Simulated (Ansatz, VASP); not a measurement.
**One calculation of CaSe, two programs**

INCAR

```
ALGO     = Normal         # electronic algorithm
EDIFF    = 1E-6           # SCF threshold, eV
ENCUT    = 500            # plane-wave cutoff, eV
GGA      = PE             # functional
GGA_COMPAT= False        
ISIF     = 2              # what is computed and relaxed
ISMEAR   = 0              # smearing method
LASPH    = True           # aspherical terms in the spheres
LCHARG   = False          # write CHGCAR
LDAU     = True           # DFT+U
LDAUJ    = 0 0          
LDAUL    = -1 1           # shell
LDAUPRINT= 1            
LDAUTYPE = 2            
LDAUU    = 0 4.6          # U, eV
LREAL    = False          # projectors in reciprocal space
LWAVE    = False          # write WAVECAR
NBANDS   = 15             # bands
NELM     = 200            # most SCF steps
PREC     = Accurate       # precision mode
SIGMA    = 0.01           # smearing width, eV
```

The input KPOINTS:

```
k-points
0
Gamma
  2 2 2
```

Contents of POSCAR:

```
CaSe
1.0
    0.0000000000      2.9702381052      2.9702381052
    2.9702381052      0.0000000000      2.9702381052
    2.9702381052      2.9702381052      0.0000000000
Ca Se
1 1
Direct
    0.0000000000      0.0000000000      0.0000000000
    0.5000000000      0.5000000000      0.5000000000
```

Input for Ansatz:

```yaml
crystal:
  lattice:
    - [0.0, 2.9702381052, 2.9702381052]
    - [2.9702381052, 0.0, 2.9702381052]
    - [2.9702381052, 2.9702381052, 0.0]
  atoms:
    - { symbol: Ca, position: [0.0, 0.0, 0.0] }
    - { symbol: Se, position: [0.5, 0.5, 0.5] }
basis:
  ecutrho_ratio: 4
kpoints:
  mp_grid: { grid: [2, 2, 2] }
hamiltonian:
  xc: pbe
  hubbard: { sites: [{ species: Se, l: p, u_eff: 4.6 }], projectors: atomic }
scf:
  occupations: { method: fixed }
  lower_state_search: "off"
  convergence: { dr2_threshold: "1e-10 eV" }
output:
  forces: true
  stress: true
  eigenvalues: true
```

Alike in both runs: task single point; functional PBE; k mesh 2 × 2 × 2; no spin polarisation; Hubbard terms Se p U = 4.6 eV.

|  | VASP | Ansatz |
| --- | --- | --- |
| version | VASP 6.6.1 | Ansatz 0.2.0 |
| potentials or method | VASP PAW PBE potentials, release 64 (Ca_sv, Se) | scalar-relativistic, plane waves, PAW |
| plane-wave cutoff (eV) | 500 | 420 |
| occupations | gaussian, width 0.01 eV | fixed |
| valence electrons in the cell | 16 | 26 |

|  | VASP | Ansatz | Ansatz less VASP |
| --- | --- | --- | --- |
| gap on the k mesh at the Fermi level (eV) | 1.76 | 3.29 | +1.523 |
| least direct gap on the mesh (eV) | 2.73 | 4.48 | +1.751 |
| pressure (GPa) | 4.3 | 3.3 | -1.09 |

The programs project onto different local orbitals, so the same U acts differently, and such runs can settle in different states. VASP's potentials hold 16 valence electrons a cell and Ansatz's 26, so a difference there can come from the potentials and not from the codes.

The k mesh is coarse, so the values compare programs but aren't converged.
